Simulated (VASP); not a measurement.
# MnSb (P6_3/mmc) in VASP: notebook, part 2 of 2

VASP 6.6.1.

## Step 3: Single point, PBE, collinear spin, ferromagnetic start

INCAR reads:

```
PREC     = Accurate       # precision mode
ENCUT    = 520            # plane-wave cutoff, eV
EDIFF    = 1E-6           # SCF threshold, eV
ISMEAR   = 0              # smearing method
SIGMA    = 0.019000000000000003 # smearing width, eV
LREAL    = False          # projectors in reciprocal space
LASPH    = True           # aspherical terms in the spheres
NELM     = 150            # most SCF steps
ALGO     = Normal         # electronic algorithm
ISIF     = 2              # what is computed and relaxed
LWAVE    = False          # write WAVECAR
LCHARG   = False          # write CHGCAR
ISPIN    = 2              # spin polarisation
MAGMOM   = 0 0 4 4        # initial moments
LORBIT   = 11             # projections on sites
LMAXMIX  = 4              # l up to which the mixer works
GGA      = PE             # functional
NBANDS   = 30             # bands
```

KPOINTS reads:

```
regular mesh
0
Gamma
  7 7 5
```

POSCAR reads:

```
MnSb
1.0
    4.1500000000      0.0000000000      0.0000000000
   -2.0750000000      3.5940054257      0.0000000000
    0.0000000000      0.0000000000      5.7800000000
Sb Mn
2 2
Direct
    0.6666666667      0.3333333333      0.7500000000
    0.3333333333      0.6666666667      0.2500000000
    0.0000000000      0.0000000000      0.5000000000
    0.0000000000      0.0000000000      0.0000000000
```

Potentials or basis: VASP PAW PBE potentials, release 64 (Sb, Mn_pv).

Command:

```console
$ cat potpaw_PBE.64/Sb/POTCAR potpaw_PBE.64/Mn_pv/POTCAR > POTCAR
$ mpirun -np 1 vasp_std > vasp.out
```

It took 72 s on 1 thread of Intel Xeon 6975P-C (Granite Rapids), shared host; peak memory 0.3 GiB.

Results (log left out):

| Item | Value |
| --- | --- |
| Free energy | -26.3109 eV |
| Pressure | -3.4 GPa |
| Net moment | 6.68 μB per cell |
| Site moments | Sb -0.13; Mn +3.39 μB |
| Valence electrons inside the program's atomic spheres | Sb 2.44; Mn 11.51 |

Stress tensor (GPa, compression positive):
```
-3.04  0.00  0.00
 0.00 -3.04  0.00
 0.00  0.00 -4.25
```

Levels at points of the mesh, in eV from the Fermi level:
Spin up:
```
           k point  band 19  band 20  band 21  band 22  band 23  band 24
(0.00, 0.00, 0.00)    -0.50     0.52     0.52     2.28     2.28     2.65
```
Spin down:
| k point | band 11 | band 12 | band 13 | band 14 | band 15 | band 16 | band 17 | band 18 | band 19 | band 20 |
| --- | --- | --- | --- | --- | --- | --- | --- | --- | --- | --- |
| (0.00, 0.00, 0.00) | -2.41 | -0.88 | 0.04 | 0.04 | 0.33 | 0.33 | 0.58 | 0.58 | 1.47 | 1.47 |

Caveat: the cell stands under tension; spin-orbit coupling is left out, which moves the levels of the heavy elements; the run started ferromagnetic, and an antiferromagnetic order may lie lower in energy.

## Step 4: Single point, PBE, collinear spin, ferromagnetic start

INCAR reads:

```
PREC     = Accurate       # precision mode
ENCUT    = 520            # plane-wave cutoff, eV
EDIFF    = 1E-6           # SCF threshold, eV
ISMEAR   = 0              # smearing method
SIGMA    = 0.020999999999999998 # smearing width, eV
LREAL    = F              # projectors in reciprocal space
LASPH    = T              # aspherical terms in the spheres
NELM     = 150            # most SCF steps
ALGO     = Normal         # electronic algorithm
ISIF     = 2              # what is computed and relaxed
LWAVE    = F              # write WAVECAR
LCHARG   = F              # write CHGCAR
ISPIN    = 2              # spin polarisation
MAGMOM   = 0 0 4 4        # initial moments
LORBIT   = 11             # projections on sites
LMAXMIX  = 4              # l up to which the mixer works
GGA      = PE             # functional
NBANDS   = 30             # bands
```

KPOINTS is that of step 3.

POSCAR is that of step 3.

Potentials or basis: VASP PAW PBE potentials, release 64 (Sb, Mn_pv).

Command:

```console
$ cat potpaw_PBE.64/Sb/POTCAR potpaw_PBE.64/Mn_pv/POTCAR > POTCAR
$ mpirun -np 1 vasp_std > vasp.out
```

OUTCAR:

```text
PREC = Accurate
   ENCUT = 520
   EDIFF = 1E-6
   ISMEAR = 0
   LREAL = F
   LASPH = T
   NELM = 150
   ISIF = 2
   ISPIN = 2
   LORBIT = 11
   GGA = PE

 ion  position               nearest neighbor table
   1  0.667  0.333  0.750-   3 2.80   4 2.80   3 2.80   4 2.80   3 2.80   4 2.80   2 3.75   2 3.75
                             2 3.75   2 3.75   2 3.75   2 3.75
   2  0.333  0.667  0.250-   3 2.80   4 2.80   3 2.80   4 2.80   3 2.80   4 2.80   1 3.75   1 3.75
                             1 3.75   1 3.75   1 3.75   1 3.75
[... 1820 lines left out ...]
     4.150000000  0.000000000  0.000000000     0.240963855  0.139120547  0.000000000
    -2.075000000  3.594005426  0.000000000     0.000000000  0.278241094  0.000000000
     0.000000000  0.000000000  5.780000000     0.000000000  0.000000000  0.173010381

 POSITION                                       TOTAL-FORCE (eV/Angst)
 -----------------------------------------------------------------------------------
      2.07500      1.19800      4.33500         0.000000     -0.000000      0.000000
     -0.00000      2.39600      1.44500        -0.000000      0.000000      0.000000
      0.00000      0.00000      2.89000        -0.000000      0.000000      0.000000
      0.00000      0.00000      0.00000        -0.000000      0.000000      0.000000
 -----------------------------------------------------------------------------------
    total drift:                               -0.000000      0.000000      0.000000

  FREE ENERGIE OF THE ION-ELECTRON SYSTEM (eV)
  ---------------------------------------------------
  free  energy   TOTEN  =       -26.3109899655 eV

  energy  without entropy=      -26.3100368447  energy(sigma->0) =      -26.31051341

 total charge

# of ion       s       p       d       tot
------------------------------------------
    1        1.141   1.263   0.041   2.444
    2        1.141   1.263   0.041   2.444
    3        0.273   6.208   5.033  11.514
    4        0.273   6.208   5.033  11.514
--------------------------------------------------
tot          2.828  14.941  10.148  27.916

 magnetization (x)

# of ion       s       p       d       tot
------------------------------------------
    1        0.010  -0.146   0.006  -0.130
    2        0.010  -0.146   0.006  -0.130
    3        0.037   0.026   3.329   3.392
    4        0.037   0.026   3.329   3.392
--------------------------------------------------
tot          0.094  -0.240   6.670   6.524
```

stdout:

```text
POSCAR found type information on POSCAR SbMn
 POSCAR found :  2 types and       4 ions
 scaLAPACK will be used
 LDA part: xc-table for (Slater+PW92), standard interpolation
 POSCAR, INCAR and KPOINTS ok, starting setup
 FFT: planning ... GRIDC
 FFT: planning ... GRID_SOFT
 FFT: planning ... GRID
 WAVECAR not read
 entering main loop
```

Wall time 56 s (1 thread of Intel Xeon 6975P-C (Granite Rapids), shared host); peak memory 0.29 GiB.

Results:

| Item | Value |
| --- | --- |
| Free energy | -26.3110 eV |
| Pressure | -3.4 GPa |
| Net moment | 6.68 μB per cell |
| Site moments | Sb -0.13; Mn +3.39 μB |
| Valence electrons inside the program's atomic spheres | Sb 2.44; Mn 11.51 |

Caveat: the cell stands under tension; spin-orbit coupling is left out, which moves the levels of the heavy elements; the run started ferromagnetic, and an antiferromagnetic order may lie lower in energy.

## Step 5: Single point, PBE, collinear spin, ferromagnetic start

INCAR reads:

```
SYSTEM = MnSb
ALGO = Normal ; EDIFF = 1E-6
ENCUT = 520 ; GGA = PE
ISIF = 2 ; ISMEAR = 0
ISPIN = 2 ; LASPH = .TRUE.
LCHARG = .FALSE. ; LMAXMIX = 4
LORBIT = 11 ; LREAL = .FALSE.
LWAVE = .FALSE. ; MAGMOM = 0 0 4 4
NBANDS = 30 ; NELM = 150
PREC = Accurate ; SIGMA = 0.022
```

KPOINTS reads:

```
k-points
0
G
  7 7 5
  0 0 0
```

POSCAR is that of step 4.

Command:

```console
$ cat potpaw_PBE.64/Sb/POTCAR potpaw_PBE.64/Mn_pv/POTCAR > POTCAR
$ mpirun -np 1 vasp_std > vasp.out
```

Wall time 58 s (1 thread of Intel Xeon 6975P-C (Granite Rapids), shared host); peak memory 0.3 GiB.

It converged, with:

| Property | Result |
| --- | --- |
| Free energy | -26.3110 eV |
| Pressure | -3.4 GPa |
| Net moment | 6.68 μB per cell |
| Site moments | Sb -0.13; Mn +3.39 μB |
| Valence electrons inside the program's atomic spheres | Sb 2.44; Mn 11.51 |

Stress tensor (GPa, compression positive):
```
-3.03  0.00  0.00
 0.00 -3.03  0.00
 0.00  0.00 -4.24
```

Levels at points of the mesh, in eV from the Fermi level:
Spin up:
| k point | band 17 | band 18 | band 19 | band 20 | band 21 | band 22 | band 23 | band 24 | band 25 | band 26 |
| --- | --- | --- | --- | --- | --- | --- | --- | --- | --- | --- |
| (0.00, 0.00, 0.00) | -1.85 | -1.85 | -0.50 | 0.52 | 0.52 | 2.28 | 2.28 | 2.65 | 3.04 | 4.32 |
Spin down:
```tsv
k point	band 12	band 13	band 14	band 15	band 16	band 17	band 18	band 19
(0.00, 0.00, 0.00)	-0.88	0.04	0.04	0.33	0.33	0.57	0.57	1.47
```

Caveat: the cell stands under tension; spin-orbit coupling is left out, which moves the levels of the heavy elements; the run started ferromagnetic, and an antiferromagnetic order may lie lower in energy.

## Step 6: Single point, PBE+D3(BJ), collinear spin, ferromagnetic start

This run uses another cell than the first one, of 19.12 Å³/atom.

INCAR reads:

```
PREC = Accurate ; ENCUT = 520
EDIFF = 1E-7 ; ISMEAR = -1
SIGMA = 0.05 ; LREAL = F
LASPH = T ; NELM = 150
ALGO = Normal ; ISIF = 2
LWAVE = F ; LCHARG = F
ISPIN = 2 ; MAGMOM = 0 0 4 4
LORBIT = 11 ; LMAXMIX = 4
GGA = PE ; IVDW = 12
NBANDS = 30
```

KPOINTS reads:

```
Automatic mesh
0
Gamma
  7 7 5
```

POSCAR reads:

```
MnSb
1.0
    4.0131191445      0.0000000000      0.0000000000
   -2.0065595722      3.4754631275      0.0000000000
    0.0000000000      0.0000000000      5.4847678695
Sb Mn
2 2
Direct
    0.6666666667      0.3333333333      0.7500000000
    0.3333333333      0.6666666667      0.2500000000
    0.0000000000      0.0000000000      0.5000000000
    0.0000000000      0.0000000000      0.0000000000
```

Potentials or basis: VASP PAW PBE potentials, release 64 (Sb, Mn_pv).

Command:

```console
$ cat potpaw_PBE.64/Sb/POTCAR potpaw_PBE.64/Mn_pv/POTCAR > POTCAR
$ mpirun -np 1 vasp_std > vasp.out
```

It took 2.2 min on 1 thread of Intel Xeon Platinum 8488C (Sapphire Rapids), shared host; peak memory 0.27 GiB.

Results (log left out):

* Free energy: -28.0804 eV
* Pressure: -0.1 GPa
* Net moment: 5.89 μB per cell
* Site moments: Sb -0.12; Mn +2.99 μB
* Valence electrons inside the program's atomic spheres: Sb 2.50; Mn 11.67
* Dispersion energy per atom: -0.438 eV

Levels at points of the mesh, in eV from the Fermi level:
Spin up:
```tsv
k point	band 17	band 18	band 19	band 20	band 21	band 22	band 23	band 24	band 25	band 26
(0.00, 0.00, 0.00)	-1.55	-1.55	0.11	0.59	0.59	2.75	2.75	3.14	3.15	5.61
```
Spin down:
| k point | band 13 | band 14 | band 15 | band 16 | band 17 | band 18 |
| --- | --- | --- | --- | --- | --- | --- |
| (0.00, 0.00, 0.00) | -0.39 | -0.39 | 0.04 | 0.04 | 0.70 | 0.70 |

Caveat: spin-orbit coupling is left out, which moves the levels of the heavy elements; the run started ferromagnetic, and an antiferromagnetic order may lie lower in energy.

## Step 7: Summary

| level | cell | smearing | gap on the mesh (eV) | pressure (GPa) | moment (μB) |
| --- | --- | --- | --- | --- | --- |
| PBE | a = 4.150, b = 4.150, c = 5.780 Å, angles 90.0, 90.0, 120.0°, 4 atoms | gaussian 0.018 eV | none | -3.4 | 6.68 |
| PBE | a = 4.150, b = 4.150, c = 5.780 Å, angles 90.0, 90.0, 120.0°, 4 atoms | gaussian 0.019 eV | none | -3.4 | 6.68 |
| PBE | a = 4.150, b = 4.150, c = 5.780 Å, angles 90.0, 90.0, 120.0°, 4 atoms | gaussian 0.021 eV | none | -3.4 | 6.68 |
| PBE | a = 4.150, b = 4.150, c = 5.780 Å, angles 90.0, 90.0, 120.0°, 4 atoms | gaussian 0.022 eV | none | -3.4 | 6.68 |
| PBE+D3(BJ) | a = 4.013, b = 4.013, c = 5.485 Å, angles 90.0, 90.0, 120.0°, 4 atoms | fermi-dirac 0.05 eV | none | -0.1 | 5.89 |

Alike in all rows: task single point; potentials or basis VASP PAW PBE potentials, release 64 (Sb, Mn_pv); spin collinear, ferromagnetic start; k mesh 7 × 7 × 5; cutoff (eV) 520.

Caveats: spin-orbit coupling is left out, which moves the levels of the heavy elements; the run started ferromagnetic, and an antiferromagnetic order may lie lower in energy; the cell stands under tension (at least some runs).

Absolute energies hang on the potentials; compare differences alone.
